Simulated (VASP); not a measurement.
Set up this calculation in VASP 6.6.1, as the native input.

| Quantity | Value |
| --- | --- |
| Task | single point |
| Functional | PBEsol |
| Potentials or basis | VASP PAW PBE potentials, release 64 (S) |
| Cutoff | 500 eV |
| k mesh | 14 × 14 × 14 |
| Occupations | fermi-dirac, width 0.05 eV |
| Spin | no spin polarisation |
| Dipole correction | no |
| Further INCAR settings | ALGO = Normal; EDIFF = 1e-06; NBANDS = 13 |

The structure of S lies in POSCAR:

```
S
1.0
    0.0000000000      2.1500942546      2.1500942546
    2.1500942546      0.0000000000      2.1500942546
    2.1500942546      2.1500942546      0.0000000000
S
2
Direct
   -0.1250000000     -0.1250000000     -0.1250000000
    0.1250000000      0.1250000000      0.1250000000
```

The input as run:

INCAR

```
SYSTEM = S
PREC     = Accurate       ! precision mode
ENCUT    = 500            ! plane-wave cutoff, eV
EDIFF    = 1E-6           ! SCF threshold, eV
ISMEAR   = -1             ! smearing method
SIGMA    = 0.05           ! smearing width, eV
LREAL    = .False.        ! projectors in reciprocal space
LASPH    = .True.         ! aspherical terms in the spheres
NELM     = 120            ! most SCF steps
ALGO     = Normal         ! electronic algorithm
ISIF     = 2              ! what is computed and relaxed
LWAVE    = .False.        ! write WAVECAR
LCHARG   = .True.         ! write CHGCAR
GGA      = PS             ! functional
LELF     = .True.         ! ELF
LVHAR    = .True.       
NBANDS   = 13             ! bands
GGA_COMPAT= .False.
```

KPOINTS

```
Automatic mesh
0
Gamma
  14 14 14
  0 0 0
```

Potentials or basis: VASP PAW PBE potentials, release 64 (S).

Launch:

```sh
$ cat potpaw_PBE.64/S/POTCAR > POTCAR
$ mpirun -np 1 vasp_std > vasp.out
```

Results of the run:

```json
{"Pressure": "139.7 GPa", "Band gap on the k mesh": "zero (band 6 reaches 18.48 eV, above the bottom of band 7 at 13.21 eV)"}
```

Caveat: the PAW data sets were made with another functional, which shifts forces and pressure a little.

Run time: 25 s on 1 thread of Intel Xeon 8259CL, on a shared host, peak memory 0.14 GiB.
